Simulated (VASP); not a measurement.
PbSe: single point with PBE-based screened hybrid with 25 % exact exchange

The system is PbSe.

```
Pb Se
1.0
     0.00000    3.06065    3.06065
     3.06065    0.00000    3.06065
     3.06065    3.06065    0.00000
Pb Se
1 1
Direct
  0.00000 0.00000 0.00000
  0.50000 0.50000 0.50000
```

```yaml
Program: VASP 6.6.1
Task: single point
Functional: PBE-based screened hybrid with 25 % exact exchange
Potentials_or_basis: VASP PAW PBE potentials, release 64 (Pb_d, Se)
Cutoff: 520 eV
k_mesh: 5 × 5 × 5
Occupations: gaussian, width 0.1 eV
Spin: no spin polarisation
Dipole_correction: no
Grid_for_exact_exchange_PRECFOCK: Normal
Share_of_exact_exchange: 0.25
Further_INCAR_settings: ALGO = Normal; EDIFF = 1e-06; NBANDS = 17
Screening_parameter: 0.3 1/Å
```

The pressure is 1.2 GPa.

Levels at points of the mesh, in eV from the Fermi level:
```tsv
k point	band 6	band 7	band 8	band 9	band 10	band 11	band 12	band 13	band 14	band 15
(0.00, 0.00, 0.00)	-15.06	-6.73	-2.30	-2.30	-2.30	5.15	5.15	5.15	6.84	6.84
```

Wall time 15 min on 1 thread of Intel(R) Xeon(R) 6975P-C (Granite Rapids) (shared host), peak memory 0.3 GiB.

Caveat: this odd mesh misses L, so gap, dielectric constants and Born charges aren't listed; the PAW data sets were made with another functional, which shifts forces and pressure a little; spin-orbit coupling is left out, which moves the levels of the heavy elements.
